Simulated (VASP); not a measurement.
# FeSi2 (P4/mmm) in VASP: single point with PBEsol

Aim: the single point of FeSi2 with PBEsol.

Program: VASP 6.6.1. These are calculated values, not measurements. Logs are shortened: lines on timing, memory, paths and dates and some standing lists are left out, and cuts for length are marked.

**1. The cell of the first run**

It takes space group P4/mmm (No. 123, tetragonal). Conventional cell: a = 2.684 Å, b = 2.684 Å, c = 5.128 Å, α = 90.00°, β = 90.00°, γ = 90.00°. Within 3.1 Å of Fe (site symmetry 4/mmm) lie 8 Si at 2.35 Å and 4 Fe at 2.68 Å. Si (site symmetry 4mm) has 4 Fe at 2.35 Å and 6 Si at 2.36 to 2.77 Å within 3.1 Å.

**2. Single point, PBEsol, collinear spin, ferromagnetic start**

Contents of INCAR:

```
PREC = Accurate
ENCUT = 600
EDIFF = 1E-6
ISMEAR = -1
SIGMA = 0.1
LREAL = False
LASPH = True
NELM = 200
ALGO = Normal
ISIF = 2
LWAVE = False
LCHARG = False
ISPIN = 2
MAGMOM = 2.4 0 0
LORBIT = 11
LMAXMIX = 4
GGA = PS
NBANDS = 19
GGA_COMPAT = False
```

Contents of KPOINTS:

```
Automatic mesh
0
Gamma
  7 7 4
```

Contents of POSCAR:

```
FeSi2
1.0
    2.6840000000      0.0000000000      0.0000000000
    0.0000000000      2.6840000000      0.0000000000
    0.0000000000      0.0000000000      5.1280000000
Fe Si
1 2
Direct
    0.0000000000      0.0000000000      0.0000000000
    0.5000000000      0.5000000000      0.2700000000
    0.5000000000      0.5000000000      0.7300000000
```

Potentials or basis: VASP PAW PBE potentials, release 64 (Fe, Si).

On the command line:

```sh
$ cat potpaw_PBE.64/Fe/POTCAR potpaw_PBE.64/Si/POTCAR > POTCAR
$ mpirun -np 1 vasp_std > vasp.out
```

OUTCAR:

```text
PREC = Accurate
   ENCUT = 600
   EDIFF = 1E-6
   ISMEAR = -1
   LREAL = False
   LASPH = True
   NELM = 200
   ISIF = 2
   ISPIN = 2
   LORBIT = 11
   GGA = PS

 ion  position               nearest neighbor table
   1  0.000  0.000  0.000-   2 2.35   3 2.35   2 2.35   3 2.35   2 2.35   3 2.35   2 2.35   3 2.35

   2  0.500  0.500  0.270-   1 2.35   1 2.35   1 2.35   1 2.35   3 2.36   3 2.77
   3  0.500  0.500  0.730-   1 2.35   1 2.35   1 2.35   1 2.35   2 2.36   2 2.77

  LATTYP: Found a simple tetragonal cell.
 ALAT       =     2.6840000000
 C/A-ratio  =     1.9105812221

  Lattice vectors:

 A1 = (   2.6840000000,   0.0000000000,   0.0000000000)
 A2 = (   0.0000000000,   2.6840000000,   0.0000000000)
 A3 = (   0.0000000000,   0.0000000000,   5.1280000000)

Analysis of symmetry for initial positions (statically):
=====================================================================
 Subroutine PRICEL returns:
 Original cell was already a primitive cell.

 Routine SETGRP: Setting up the symmetry group for a
 simple tetragonal supercell.

 Subroutine GETGRP returns: Found 16 space group operations
 (whereof 16 operations were pure point group operations)
 out of a pool of 16 trial point group operations.

The static configuration has the point symmetry D_4h.

Analysis of symmetry for dynamics (positions and initial velocities):
=====================================================================
 Subroutine PRICEL returns:
 Original cell was already a primitive cell.

 Routine SETGRP: Setting up the symmetry group for a
 simple tetragonal supercell.

 Subroutine GETGRP returns: Found 16 space group operations
 (whereof 16 operations were pure point group operations)
 out of a pool of 16 trial point group operations.

The dynamic configuration has the point symmetry D_4h.

Analysis of structural, dynamic, and magnetic symmetry:
=====================================================================
 Subroutine PRICEL returns:
 Original cell was already a primitive cell.

 Routine SETGRP: Setting up the symmetry group for a
 simple tetragonal supercell.

 Subroutine GETGRP returns: Found 16 space group operations
 (whereof 16 operations were pure point group operations)
 out of a pool of 16 trial point group operations.

The overall configuration has the point symmetry D_4h.

 Subroutine INISYM returns: Found 16 space group operations
 (whereof 16 operations are pure point group operations),
 and found     1 'primitive' translations

----------------------------------------------------------------------------------------

                                     Primitive cell

  volume of cell :      36.9414

  direct lattice vectors                    reciprocal lattice vectors
     2.684000000  0.000000000  0.000000000     0.372578241  0.000000000  0.000000000
     0.000000000  2.684000000  0.000000000     0.000000000  0.372578241  0.000000000
     0.000000000  0.000000000  5.128000000     0.000000000  0.000000000  0.195007800

  length of vectors
     2.684000000  2.684000000  5.128000000     0.372578241  0.372578241  0.195007800

  position of ions in fractional coordinates (direct lattice)
     0.000000000  0.000000000  0.000000000
     0.500000000  0.500000000  0.270000000
     0.500000000  0.500000000  0.730000000

  ion indices of the primitive-cell ions
   primitive index   ion index
                 1           1
                 2           2
                 3           3

----------------------------------------------------------------------------------------

 KPOINTS: Automatic mesh

Automatic generation of k-mesh.
 Grid dimensions read from file:
 generate k-points for:    7    7    4

 Generating k-lattice:

  Cartesian coordinates                     Fractional coordinates (reciprocal lattice)
     0.053225463  0.000000000  0.000000000     0.142857143  0.000000000  0.000000000
     0.000000000  0.053225463  0.000000000     0.000000000  0.142857143  0.000000000
     0.000000000  0.000000000  0.048751950     0.000000000  0.000000000  0.250000000

  Length of vectors
     0.053225463  0.053225463  0.048751950

  Shift w.r.t. Gamma in fractional coordinates (k-lattice)
     0.000000000  0.000000000  0.000000000

 Subroutine IBZKPT returns following result:
 ===========================================

 Found     30 irreducible k-points:

 Following reciprocal coordinates:
            Coordinates               Weight
  0.000000  0.000000  0.000000      1.000000
  0.142857  0.000000  0.000000      4.000000
  0.285714  0.000000  0.000000      4.000000
  0.428571  0.000000  0.000000      4.000000
  0.142857  0.142857  0.000000      4.000000
  0.285714  0.142857  0.000000      8.000000
[... 16 lines left out ...]
  0.285714  0.000000  0.500000      4.000000
  0.428571  0.000000  0.500000      4.000000
 [... further k-points ...]
   k-points           NKPTS =     30   k-points in BZ     NKDIM =     30   number of bands    NBANDS=     19
   number of dos      NEDOS =    301   number of ions     NIONS =      3
   total plane-waves  NPLWV =  24192
   dimension x,y,z NGX =    24 NGY =   24 NGZ =   42
   dimension x,y,z NGXF=    48 NGYF=   48 NGZF=   84
   ions per type =               1   2
   NGX,Y,Z   is equivalent  to a cutoff of  14.87, 14.87, 13.62 a.u.
   NGXF,Y,Z  is equivalent  to a cutoff of  29.73, 29.73, 27.23 a.u.
 SYSTEM =  unknown system
   PREC   = accura    normal or accurate (medium, high low for compatibility)
   ISTART =      0    job   : 0-new  1-cont  2-samecut
   ICHARG =      2    charge: 1-file 2-atom 10-const
   ISPIN  =      2    spin polarized calculation?
   LNONCOLLINEAR =      F non collinear calculations
   LSORBIT =      F    spin-orbit coupling
   LASPH  =      T    aspherical Exc in radial PAW
   ENCUT  =  600.0 eV  44.10 Ry    6.64 a.u.   5.36  5.36 10.24*2*pi/ulx,y,z
   NELM   =    200;   NELMIN=  2; NELMDL= -5     # of ELM steps
   EDIFF  = 0.1E-05   stopping-criterion for ELM
   LREAL  =      F    real-space projection
   EDIFFG = 0.1E-04   stopping-criterion for IOM
   NSW    =      0    number of steps for IOM
   IBRION =     -1    ionic relax: 0-MD 1-quasi-New 2-CG
   NFREE  =      0    steps in history (QN), initial steepest desc. (CG)
   ISIF   =      2    stress and relaxation
   ISYM   =      2    0-nonsym 1-usesym 2-fastsym
   POTIM  = 0.5000    time-step for ionic-motion
   TEBEG  =    0.0;   TEEND  =   0.0 temperature during run
   PSTRESS=    0.0 pullay stress
   NELECT =      16.0000    total number of electrons
   NUPDOWN=      -1.0000    fix difference up-down
   EMIN   =  10.00;   EMAX   =-10.00  energy-range for DOS
   EFERMI =   0.00;   METHOD = LEGACY
   ISMEAR =    -1;   SIGMA  =   0.10  broadening in eV -4-tet -1-fermi 0-gaus
   EFERMI_NEDOS =   21; number of points for ismear=-14 and -15
   IALGO  =     38    algorithm
   IMIX   =      4    mixing-type and parameters
     AMIX     =   0.40;   BMIX     =  1.00
     AMIX_MAG =   1.60;   BMIX_MAG =  1.00
  volume/ion in A,a.u.               =      12.31        83.10
  Fermi-wavevector in a.u.,A,eV,Ry     =   1.238636  2.340683 20.874330  1.534220
  Thomas-Fermi vector in A             =   2.373153
   LORBIT       =     11    0 simple, 1 ext, 2 COOP (PROOUT), +10 PAW based schemes
   GGA     = PS    functional components
   LHFCALC =     F    Hartree Fock is set to
   AEXX    =    0.0000 exact exchange contribution
   IVDW    =     0    specifies the selected vdW correction
   LEPSILON=     F    determine dielectric tensor
   LRPA    =     F    only Hartree local field effects (RPA)
 spin polarized calculation
  energy-cutoff  :      600.00
  volume of cell :       36.94
 maximum number of plane-waves:      1252
 NGX is ok and might be reduce to    24
   NGX = 11   NGY = 11   NGZ = 21

 number of electron      16.0000000 magnetization       0.0015263

 Free energy of the ion-electron system (eV)
  ---------------------------------------------------
  ext. energy  EPLUGINS =         0.00000000
  ---------------------------------------------------
  free energy    TOTEN  =       -21.96093648 eV

  energy without entropy =      -21.92104083  energy(sigma->0) =      -21.94098866

 E-fermi :   9.9136     XC(G=0): -12.0755

 val. band max:        9.8634866377   @ k =   0.4286   0.2857   0.0000
 cond. band min:       9.9168193109   @ k =   0.4286   0.4286   0.0000
 fundamental gap:      0.0533326732
 Fermi energy:         9.9136393149

 spin component 1

 k-point     1 :       0.0000    0.0000    0.0000
  band No.  band energies     occupation
      1      -4.0351      1.00000
      2       0.7231      1.00000
      3       1.9453      1.00000
      4       6.3091      1.00000
      5       8.2722      1.00000
      6       8.4006      1.00000
[... 11 lines left out ...]
     18      21.3211      0.00000
     19      23.8670      0.00000
[... 485 lines left out ...]
 k-point    24 :       0.4286    0.0000    0.5000
  band No.  band energies     occupation
      1       0.3877      1.00000
      2       0.6496      1.00000
      3       3.5779      1.00000
      4       4.1671      1.00000
      5       6.8555      1.00000
      6       7.3676      1.00000
[... 11 lines left out ...]
     18      23.3460      0.00000
     19      23.9542      0.00000

 [... further k-points ...]

 spin component 2

 k-point     1 :       0.0000    0.0000    0.0000
  band No.  band energies     occupation
      1      -4.0351      1.00000
      2       0.7229      1.00000
      3       1.9455      1.00000
      4       6.3115      1.00000
      5       8.2735      1.00000
      6       8.4016      1.00000
[... 11 lines left out ...]
     18      21.3211      0.00000
     19      23.8671      0.00000
[... 485 lines left out ...]
 k-point    24 :       0.4286    0.0000    0.5000
  band No.  band energies     occupation
      1       0.3877      1.00000
      2       0.6495      1.00000
      3       3.5782      1.00000
      4       4.1671      1.00000
      5       6.8560      1.00000
      6       7.3692      1.00000
[... 11 lines left out ...]
     18      23.3460      0.00000
     19      23.9542      0.00000

 [... further k-points ...]

------------------------ aborting loop because EDIFF is reached ----------------------------------------

  FORCE on cell =-STRESS in cart. coord.  units (eV):
  Direction    XX          YY          ZZ          XY          YZ          ZX
  --------------------------------------------------------------------------------------
  -------------------------------------------------------------------------------------
  Total       -0.0315180     -0.0315180     -0.5771333      0.0000000      0.0000000      0.0000000
  in kB       -1.3669603     -1.3669603    -25.0307372      0.0000000      0.0000000      0.0000000
  external PRESSURE =      -9.2548860 kB  Pullay stress =       0.0000000 kB

 VOLUME and BASIS-vectors are now :
 -----------------------------------------------------------------------------
  energy-cutoff  :      600.00
  volume of cell :       36.94
      direct lattice vectors                 reciprocal lattice vectors
     2.684000000  0.000000000  0.000000000     0.372578241  0.000000000  0.000000000
     0.000000000  2.684000000  0.000000000     0.000000000  0.372578241  0.000000000
     0.000000000  0.000000000  5.128000000     0.000000000  0.000000000  0.195007800

 POSITION                                       TOTAL-FORCE (eV/Angst)
 -----------------------------------------------------------------------------------
      0.00000      0.00000      0.00000         0.000000      0.000000      0.000000
      1.34200      1.34200      1.38456         0.000000      0.000000      0.278450
      1.34200      1.34200      3.74344         0.000000      0.000000     -0.278450
 -----------------------------------------------------------------------------------
    total drift:                               -0.000000     -0.000000     -0.000000

  FREE ENERGIE OF THE ION-ELECTRON SYSTEM (eV)
  ---------------------------------------------------
  free  energy   TOTEN  =       -21.9609364827 eV

  energy  without entropy=      -21.9210408347  energy(sigma->0) =      -21.94098866

 total charge

# of ion       s       p       d       tot
------------------------------------------
    1        0.468   0.705   6.709   7.882
    2        0.733   0.893   0.000   1.627
    3        0.733   0.893   0.000   1.627
--------------------------------------------------
tot          1.934   2.492   6.709  11.135

 magnetization (x)

# of ion       s       p       d       tot
------------------------------------------
    1       -0.000  -0.000   0.002   0.002
    2       -0.000  -0.000   0.000  -0.000
    3       -0.000  -0.000   0.000  -0.000
--------------------------------------------------
tot         -0.000  -0.000   0.002   0.001
```

Wall time 49 s (1 thread of Intel Xeon Platinum 8259CL at 2.50GHz (Skylake/Cascade Lake), shared host); peak memory 0.2 GiB.

Results:

| Quantity | Value |
| --- | --- |
| Free energy | -21.9609 eV |
| Pressure | -0.9 GPa |
| Largest force | 0.278 eV/Å |
| Band gap on the k mesh | zero (filled and empty bands overlap) |
| Net moment | 0.00 μB per cell |
| Valence electrons inside the program's atomic spheres | Fe 7.88; Si 1.63 |

Forces in eV/Å, atoms in the order of the input:
```
Fe   0.000  0.000  0.000
Si   0.000  0.000  0.278
Si   0.000  0.000 -0.278
```

Stress tensor (GPa, compression positive):
```
-0.14  0.00  0.00
 0.00 -0.14  0.00
 0.00  0.00 -2.50
```

Caveat: the moments typed at the start vanished in this run; the PAW data sets were made with another functional, which shifts forces and pressure a little.

The gap in the log of VASP goes by the Fermi energy; the results here count the filled bands.